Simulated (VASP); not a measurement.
Set up this calculation in VASP 6.6.1, as the native input.

```
Task                   : single point
Functional             : LDA
Potentials or basis    : VASP PAW LDA potentials, release 64 (Al, N)
Cutoff                 : 520 eV
k mesh                 : 10 × 10 × 10
Occupations            : gaussian, width 0.01 eV
Spin                   : no spin polarisation
Dipole correction      : no
Further INCAR settings : ALGO = Normal; EDIFF = 1e-07; NBANDS = 11
```

The structure of AlN lies in POSCAR:

```
AlN
1.0
    0.0000000000      2.1010503061      2.1010503061
    2.1010503061      0.0000000000      2.1010503061
    2.1010503061      2.1010503061      0.0000000000
Al N
1 1
Direct
    0.0000000000      0.0000000000      0.0000000000
    0.7500000000      0.7500000000      0.7500000000
```

One way to write it, as run:

INCAR

```
SYSTEM = AlN
ALGO = Normal
EDIFF = 1E-7
ENCUT = 520
ISIF = 2
ISMEAR = 0
LASPH = .True.
LCHARG = .True.
LELF = .True.
LREAL = .False.
LVHAR = .True.
LWAVE = .False.
NBANDS = 11
NELM = 60
PREC = Accurate
SIGMA = 0.01
```

KPOINTS

```
k-points
0
Gamma
  10 10 10
  0 0 0
```

Potentials or basis: VASP PAW LDA potentials, release 64 (Al, N).

Run with:

```console
$ cat potpaw_LDA.64/Al/POTCAR potpaw_LDA.64/N/POTCAR > POTCAR
$ mpirun -np 1 vasp_std > vasp.out
```

Results of the run:

```yaml
Pressure: 26.1 GPa
Band_gap_on_the_k_mesh: 3.27 eV, indirect (least direct gap 5.18 eV)
```

It took 7.6 s on 1 thread of Intel(R) Xeon(R) Platinum 8259CL CPU @ 2.50GHz (Skylake/Cascade Lake) (shared host), peak memory 0.12 GiB.
